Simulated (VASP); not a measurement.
# Li (P1) in VASP: further runs

The runs below take Li through single point, with PBE.

All numbers are computed with VASP 6.6.1; they aren't measurements. Logs are shortened: lines on timing, memory, paths and dates and some standing lists are left out, and cuts for length are marked.

## 1. The cell of the first run

The typed cell holds 16 atoms: a = 7.109 Å, b = 7.109 Å, c = 7.109 Å, α = 90.00°, β = 90.00°, γ = 90.00°.

## 2. Single point, PBE

Input file INCAR:

```
SYSTEM = Li
PREC = Accurate ; ENCUT = 520
EDIFF = 1E-6 ; ISMEAR = -1
SIGMA = 0.11 ; LREAL = Auto
LASPH = .True. ; NELM = 100
ALGO = Normal ; ISIF = 2
LWAVE = .False. ; LCHARG = .True.
GGA = PE ; LELF = .True.
LVHAR = .True. ; NBANDS = 38
```

Input file KPOINTS:

```
regular mesh
0
Gamma
  3 3 3
  0 0 0
```

Input file POSCAR:

```
Li
1.0
    7.1093880000      0.0000000000      0.0000000000
    0.0000000000      7.1093880000      0.0000000000
    0.0000000000      0.0000000000      7.1093880000
Li
16
Direct
   -0.0468394748     -0.0149098628     -0.0127155811
    0.4554541122      0.0302839007     -0.0954512540
   -0.0135173379      0.5579664522     -0.0418460773
   -0.0108448153      0.0126452516      0.4584923484
    0.2238589313      0.1785104428      0.1905227285
    0.4706734251      0.5680095108      0.0321546665
    0.5002258985     -0.1082793624      0.4715595773
    0.7379256836      0.1745579226      0.2468144937
    0.1117114441      0.4447640219      0.4862865833
    0.2202299270      0.7713603478      0.2741304877
    0.2344224285      0.3380178434      0.8102666502
    0.4892544900      0.4391798563      0.5265572789
    0.7845401039      0.7213701095      0.2438043894
    0.8109418138      0.2357727557      0.8067783050
    0.2512593208      0.7906869058      0.7299362477
    0.7272074615      0.8123484047      0.7416812811
```

Potentials or basis: VASP PAW PBE potentials, release 64 (Li_sv).

Run with:

```console
$ cat potpaw_PBE.64/Li_sv/POTCAR > POTCAR
$ mpirun -np 1 vasp_std > vasp.out
```

OUTCAR:

```text
SYSTEM = Li
   PREC = Accurate
   ENCUT = 520
   EDIFF = 1E-6
   ISMEAR = -1
   LREAL = Auto
   LASPH = .True.
   NELM = 100
   ISIF = 2
   GGA = PE

 ion  position               nearest neighbor table
   1  0.953  0.985  0.987-  14 2.42
   2  0.455  0.030  0.905-  15 2.56
   3  0.986  0.558  0.958-  11 2.58
   4  0.989  0.013  0.458-   8 2.60
   5  0.224  0.179  0.191-
   6  0.471  0.568  0.032-
   7  0.500  0.892  0.472-  16 2.57  10 2.58
   8  0.738  0.175  0.247-   4 2.60
   9  0.112  0.445  0.486-  11 2.58
  10  0.220  0.771  0.274-   7 2.58
  11  0.234  0.338  0.810-   9 2.58   3 2.58
  12  0.489  0.439  0.527-
  13  0.785  0.721  0.244-
  14  0.811  0.236  0.807-   1 2.42
  15  0.251  0.791  0.730-   2 2.56
  16  0.727  0.812  0.742-   7 2.57

  LATTYP: Found a simple cubic cell.
 ALAT       =     7.1093880000

  Lattice vectors:

 A1 = (   7.1093880000,   0.0000000000,   0.0000000000)
 A2 = (   0.0000000000,   7.1093880000,   0.0000000000)
 A3 = (   0.0000000000,   0.0000000000,   7.1093880000)

Analysis of symmetry for initial positions (statically):
=====================================================================
 Subroutine PRICEL returns:
 Original cell was already a primitive cell.

 Routine SETGRP: Setting up the symmetry group for a
 simple cubic supercell.

 Subroutine GETGRP returns: Found  1 space group operations
 (whereof  1 operations were pure point group operations)
 out of a pool of 48 trial point group operations.

The static configuration has the point symmetry C_1 .

Analysis of symmetry for dynamics (positions and initial velocities):
=====================================================================
 Subroutine PRICEL returns:
 Original cell was already a primitive cell.

 Routine SETGRP: Setting up the symmetry group for a
 simple cubic supercell.

 Subroutine GETGRP returns: Found  1 space group operations
 (whereof  1 operations were pure point group operations)
 out of a pool of 48 trial point group operations.

The dynamic configuration has the point symmetry C_1 .

 Subroutine INISYM returns: Found  1 space group operations
 (whereof  1 operations are pure point group operations),
 and found     1 'primitive' translations

----------------------------------------------------------------------------------------

                                     Primitive cell

  volume of cell :     359.3326

  direct lattice vectors                    reciprocal lattice vectors
     7.109388000  0.000000000  0.000000000     0.140659083  0.000000000  0.000000000
     0.000000000  7.109388000  0.000000000     0.000000000  0.140659083  0.000000000
     0.000000000  0.000000000  7.109388000     0.000000000  0.000000000  0.140659083

  length of vectors
     7.109388000  7.109388000  7.109388000     0.140659083  0.140659083  0.140659083

  position of ions in fractional coordinates (direct lattice)
     0.953160525  0.985090137  0.987284419
     0.455454112  0.030283901  0.904548746
     0.986482662  0.557966452  0.958153923
     0.989155185  0.012645252  0.458492348
     0.223858931  0.178510443  0.190522728
     0.470673425  0.568009511  0.032154666
[... 8 lines left out ...]
     0.251259321  0.790686906  0.729936248
     0.727207462  0.812348405  0.741681281

  ion indices of the primitive-cell ions
   primitive index   ion index
                 1           1
                 2           2
                 3           3
                 4           4
                 5           5
                 6           6
[... 8 lines left out ...]
                15          15
                16          16

----------------------------------------------------------------------------------------

 KPOINTS: regular mesh

Automatic generation of k-mesh.
 Grid dimensions read from file:
 generate k-points for:    3    3    3

 Generating k-lattice:

  Cartesian coordinates                     Fractional coordinates (reciprocal lattice)
     0.046886361  0.000000000  0.000000000     0.333333333  0.000000000  0.000000000
     0.000000000  0.046886361  0.000000000     0.000000000  0.333333333  0.000000000
     0.000000000  0.000000000  0.046886361     0.000000000  0.000000000  0.333333333

  Length of vectors
     0.046886361  0.046886361  0.046886361

  Shift w.r.t. Gamma in fractional coordinates (k-lattice)
     0.000000000  0.000000000  0.000000000

 Subroutine IBZKPT returns following result:
 ===========================================

 Found     14 irreducible k-points:

 Following reciprocal coordinates:
            Coordinates               Weight
  0.000000  0.000000  0.000000      1.000000
  0.333333  0.000000  0.000000      2.000000
  0.000000  0.333333  0.000000      2.000000
  0.000000  0.000000  0.333333      2.000000
  0.333333  0.333333  0.000000      2.000000
  0.000000  0.333333  0.333333      2.000000
  0.333333  0.000000  0.333333      2.000000
 -0.333333  0.333333  0.000000      2.000000
 -0.333333  0.000000  0.333333      2.000000
  0.000000 -0.333333  0.333333      2.000000
  0.333333  0.333333  0.333333      2.000000
 -0.333333  0.333333  0.333333      2.000000
 -0.333333 -0.333333  0.333333      2.000000
  0.333333 -0.333333  0.333333      2.000000
   k-points           NKPTS =     14   k-points in BZ     NKDIM =     14   number of bands    NBANDS=     38
   number of dos      NEDOS =    301   number of ions     NIONS =     16
   total plane-waves  NPLWV = 157464
   dimension x,y,z NGX =    54 NGY =   54 NGZ =   54
   dimension x,y,z NGXF=   108 NGYF=  108 NGZF=  108
   ions per type =              16
   NGX,Y,Z   is equivalent  to a cutoff of  12.63, 12.63, 12.63 a.u.
   NGXF,Y,Z  is equivalent  to a cutoff of  25.25, 25.25, 25.25 a.u.
 SYSTEM =  Li
   PREC   = accura    normal or accurate (medium, high low for compatibility)
   ISTART =      0    job   : 0-new  1-cont  2-samecut
   ICHARG =      2    charge: 1-file 2-atom 10-const
   ISPIN  =      1    spin polarized calculation?
   LNONCOLLINEAR =      F non collinear calculations
   LSORBIT =      F    spin-orbit coupling
   LASPH  =      T    aspherical Exc in radial PAW
   ENCUT  =  520.0 eV  38.22 Ry    6.18 a.u.  13.22 13.22 13.22*2*pi/ulx,y,z
   NELM   =    100;   NELMIN=  2; NELMDL= -5     # of ELM steps
   EDIFF  = 0.1E-05   stopping-criterion for ELM
   LREAL  =      T    real-space projection
   EDIFFG = 0.1E-04   stopping-criterion for IOM
   NSW    =      0    number of steps for IOM
   IBRION =     -1    ionic relax: 0-MD 1-quasi-New 2-CG
   NFREE  =      0    steps in history (QN), initial steepest desc. (CG)
   ISIF   =      2    stress and relaxation
   ISYM   =      2    0-nonsym 1-usesym 2-fastsym
   POTIM  = 0.5000    time-step for ionic-motion
   TEBEG  =    0.0;   TEEND  =   0.0 temperature during run
   PSTRESS=    0.0 pullay stress
   NELECT =      48.0000    total number of electrons
   NUPDOWN=      -1.0000    fix difference up-down
   EMIN   =  10.00;   EMAX   =-10.00  energy-range for DOS
   EFERMI =   0.00;   METHOD = LEGACY
   ISMEAR =    -1;   SIGMA  =   0.11  broadening in eV -4-tet -1-fermi 0-gaus
   EFERMI_NEDOS =   21; number of points for ismear=-14 and -15
   IALGO  =     38    algorithm
   IMIX   =      4    mixing-type and parameters
     AMIX     =   0.40;   BMIX     =  1.00
     AMIX_MAG =   1.60;   BMIX_MAG =  1.00
  volume/ion in A,a.u.               =      22.46       151.56
  Fermi-wavevector in a.u.,A,eV,Ry     =   0.836867  1.581449  9.528787  0.700346
  Thomas-Fermi vector in A             =   1.950662
   LORBIT       =      0    0 simple, 1 ext, 2 COOP (PROOUT), +10 PAW based schemes
   GGA     = PE    functional components
   LHFCALC =     F    Hartree Fock is set to
   AEXX    =    0.0000 exact exchange contribution
   IVDW    =     0    specifies the selected vdW correction
   LEPSILON=     F    determine dielectric tensor
   LRPA    =     F    only Hartree local field effects (RPA)
 non-spin polarized calculation
  energy-cutoff  :      520.00
  volume of cell :      359.33
 maximum number of plane-waves:      9771
 NGX is ok and might be reduce to    54
   NGX = 27   NGY = 27   NGZ = 27

 number of electron      48.0000033 magnetization

 Free energy of the ion-electron system (eV)
  ---------------------------------------------------
  ext. energy  EPLUGINS =         0.00000000
  ---------------------------------------------------
  free energy    TOTEN  =       -28.41181461 eV

  energy without entropy =      -28.08188467  energy(sigma->0) =      -28.24684964

 E-fermi :   0.3064     XC(G=0):  -6.7650

 val. band max:        0.3050016170   @ k =   0.0000   0.3333   0.3333
 cond. band min:       0.3076097324   @ k =   0.0000  -0.3333   0.3333
 fundamental gap:      0.0026081154
 Fermi energy:         0.3064321723

 k-point     1 :       0.0000    0.0000    0.0000
  band No.  band energies     occupation
      1     -46.6858      2.00000
      2     -46.6403      2.00000
      3     -46.6121      2.00000
      4     -46.5627      2.00000
      5     -46.5393      2.00000
      6     -46.4952      2.00000
[... 28 lines left out ...]
     35       3.1137      0.00000
     36       3.4117      0.00000

 k-point     2 :       0.3333    0.0000    0.0000
  band No.  band energies     occupation
      1     -46.6858      2.00000
      2     -46.6402      2.00000
      3     -46.6121      2.00000
      4     -46.5627      2.00000
      5     -46.5392      2.00000
      6     -46.4952      2.00000
[... 28 lines left out ...]
     35       3.1539      0.00000
     36       3.4924      0.00000
[... 427 lines left out ...]
     35       3.2975      0.00000
     36       3.6032      0.00000

 k-point    14 :       0.3333   -0.3333    0.3333
  band No.  band energies     occupation
      1     -46.6858      2.00000
      2     -46.6402      2.00000
      3     -46.6121      2.00000
      4     -46.5627      2.00000
      5     -46.5393      2.00000
      6     -46.4952      2.00000
[... 28 lines left out ...]
     35       3.3616      0.00000
     36       3.4868      0.00000
 [bands above 36 left out]

------------------------ aborting loop because EDIFF is reached ----------------------------------------

  FORCE on cell =-STRESS in cart. coord.  units (eV):
  Direction    XX          YY          ZZ          XY          YZ          ZX
  --------------------------------------------------------------------------------------
  -------------------------------------------------------------------------------------
  Total        0.9778868     -1.8743976      0.1659625     -0.6904385      0.6596571      0.2552750
  in kB        4.3601607     -8.3574859      0.7399866     -3.0784984      2.9412517      1.1382094
  external PRESSURE =      -1.0857795 kB  Pullay stress =       0.0000000 kB

 VOLUME and BASIS-vectors are now :
 -----------------------------------------------------------------------------
  energy-cutoff  :      520.00
  volume of cell :      359.33
      direct lattice vectors                 reciprocal lattice vectors
     7.109388000  0.000000000  0.000000000     0.140659083  0.000000000  0.000000000
     0.000000000  7.109388000  0.000000000     0.000000000  0.140659083  0.000000000
     0.000000000  0.000000000  7.109388000     0.000000000  0.000000000  0.140659083

 POSITION                                       TOTAL-FORCE (eV/Angst)
 -----------------------------------------------------------------------------------
      6.77639      7.00339      7.01899         0.548721     -0.360924      0.268012
      3.23800      0.21530      6.43079         0.326735      0.102816      0.360125
      7.01329      3.96680      6.81189        -0.013819     -0.004396      0.203342
      7.03229      0.08990      3.25960         0.084032     -0.018631      0.659390
      1.59150      1.26910      1.35450         0.140958      0.322010      0.098283
      3.34620      4.03820      0.22860         0.147494     -0.098958     -0.030182
[... 8 lines left out ...]
      1.78630      5.62130      5.18940        -0.488902     -0.338083     -0.022958
      5.17000      5.77530      5.27290         0.219221     -0.549887     -0.070716
 -----------------------------------------------------------------------------------
    total drift:                               -0.012287      0.000563      0.000575

  FREE ENERGIE OF THE ION-ELECTRON SYSTEM (eV)
  ---------------------------------------------------
  free  energy   TOTEN  =       -28.4118146083 eV

  energy  without entropy=      -28.0818846731  energy(sigma->0) =      -28.24684964
```

Wall time 6.7 min (1 thread of Intel Xeon 8259CL, shared host); peak memory 0.41 GiB.

What came out:

```
Free energy            : -28.4118 eV
Largest force          : 0.780 eV/Å
Band gap on the k mesh : zero (bands 24 and 25 overlap by 0.43 eV)
```

Forces on the atoms (eV/Å):
```
Li   0.549 -0.361  0.268
Li   0.327  0.103  0.360
Li  -0.014 -0.004  0.203
Li   0.084 -0.019  0.659
Li   0.141  0.322  0.098
Li   0.147 -0.099 -0.030
Li   0.073  0.539 -0.238
Li  -0.340  0.386 -0.166
Li  -0.674  0.219 -0.298
Li  -0.074 -0.242 -0.439
Li   0.102 -0.458  0.046
Li   0.436  0.098 -0.068
Li  -0.094 -0.035  0.207
Li  -0.394  0.441 -0.509
Li  -0.489 -0.338 -0.023
Li   0.219 -0.550 -0.071
```

Caveat: the cutoff is under 1.25 times the usual one of these potentials, so pressure, stress and relaxed cells hold a basis-set (Pulay) error; the atoms stand as in a frame of molecular dynamics.

[end of part 1 of 2]

The gap in the log of VASP goes by the Fermi energy; the results here count the filled bands.